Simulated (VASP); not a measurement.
A run of VASP 6.6.1 is set up as follows.

The input INCAR:

```
PREC = Accurate
ENCUT = 520
EDIFF = 1E-7
ISMEAR = 0
SIGMA = 0.05
LREAL = F
LASPH = T
NELM = 80
ALGO = Normal
ISIF = 2
LWAVE = F
LCHARG = T
GGA = PS
LVHAR = T
NBANDS = 60
KPAR = 4
```

Contents of KPOINTS:

```
Automatic mesh
0
Gamma
  6 6 6
```

File POSCAR:

```
ZnSe2
1.0
    6.2969984132      0.0000000000      0.0000000000
    0.0000000000      6.2969984132      0.0000000000
    0.0000000000      0.0000000000      7.1042736098
Zn Se
4 8
Direct
    0.5000000000      0.5000000000      0.0000000000
    0.5000000000      0.0000000000      0.5000000000
    0.0000000000      0.5000000000      0.5000000000
    0.0000000000      0.0000000000      0.0000000000
    0.1099579274      0.8900420726      0.3900420726
    0.8900420726      0.3900420726      0.1099579274
    0.3900420726      0.1099579274      0.8900420726
    0.6099579274      0.6099579274      0.6099579274
    0.8900420726      0.1099579274      0.6099579274
    0.1099579274      0.6099579274      0.8900420726
    0.6099579274      0.8900420726      0.1099579274
    0.3900420726      0.3900420726      0.3900420726
```

Potentials or basis: VASP PAW PBE potentials, release 64 (Zn, Se).

Launch:

```bash
$ cat potpaw_PBE.64/Zn/POTCAR potpaw_PBE.64/Se/POTCAR > POTCAR
$ mpirun -np 4 vasp_std > vasp.out
```

(1) What does it give for the pressure?

(2) Predict the largest force.

## Answers

(1) -7.1 GPa.

(2) 0.774 eV/Å.

Caveat: the cell stands under tension; the PAW data sets were made with another functional, which shifts forces and pressure a little.
